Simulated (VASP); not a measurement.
Set up this calculation in VASP 6.6.1, as the native input.

| Item | Value |
| --- | --- |
| Task | single point |
| Functional | PBE |
| Potentials or basis | VASP PAW PBE potentials, release 64 (Zr_sv, Hf_pv, S) |
| Cutoff | 520 eV |
| k mesh | 4 × 4 × 4 |
| Occupations | gaussian, width 0.1 eV |
| Spin | no spin polarisation |
| Dipole correction | no |
| Further INCAR settings | ALGO = Normal; EDIFF = 1e-06; NBANDS = 45 |

The structure of HfZr2S6 lies in POSCAR:

```
HfZr2S6
1.0
   -3.1821144377      5.5110846078     -0.0505884473
   -6.3641310421     -0.0000404756     -0.0243351223
   -3.1575818364      1.7936161760      6.8815906061
Zr Hf S
2 1 6
Direct
    0.8334391411      0.8334580683      0.4996813804
    0.1666215365      0.1665357396      0.5002129201
    0.4999392564      0.5000023496      0.5000833311
    0.2355397124      0.9009917792      0.2903622058
    0.8974247268      0.5697551382      0.2904195870
    0.5662082340      0.2390564284      0.2903972138
    0.4337887337      0.7610322985      0.7096361796
    0.1024661969      0.4302443626      0.7096090603
    0.7645724623      0.0989238357      0.7095981220
```

The input as run:

INCAR

```
SYSTEM = HfZr2S6
PREC = Accurate ; ENCUT = 520
EDIFF = 1E-6 ; ISMEAR = 0
SIGMA = 0.1 ; LREAL = .False.
LASPH = .True. ; NELM = 80
ALGO = Normal ; ISIF = 2
LWAVE = .False. ; LCHARG = .False.
GGA = PE ; NBANDS = 45
```

KPOINTS

```
Automatic mesh
0
Gamma
  4 4 4
  0 0 0
```

Potentials or basis: VASP PAW PBE potentials, release 64 (Zr_sv, Hf_pv, S).

Command:

```console
$ cat potpaw_PBE.64/Zr_sv/POTCAR potpaw_PBE.64/Hf_pv/POTCAR potpaw_PBE.64/S/POTCAR > POTCAR
$ mpirun -np 1 vasp_std > vasp.out
```

It gave:

- Pressure: -0.2 GPa
- Largest force: 0.039 eV/Å
- Band gap on the k mesh: 1.17 eV (least direct gap 1.60 eV)

Caveat: spin-orbit coupling is left out, which moves the levels of the heavy elements.

It took 5.1 min on 1 thread of Intel(R) Xeon(R) 6975P-C (Granite Rapids), with other jobs on the host, peak memory 0.57 GiB.
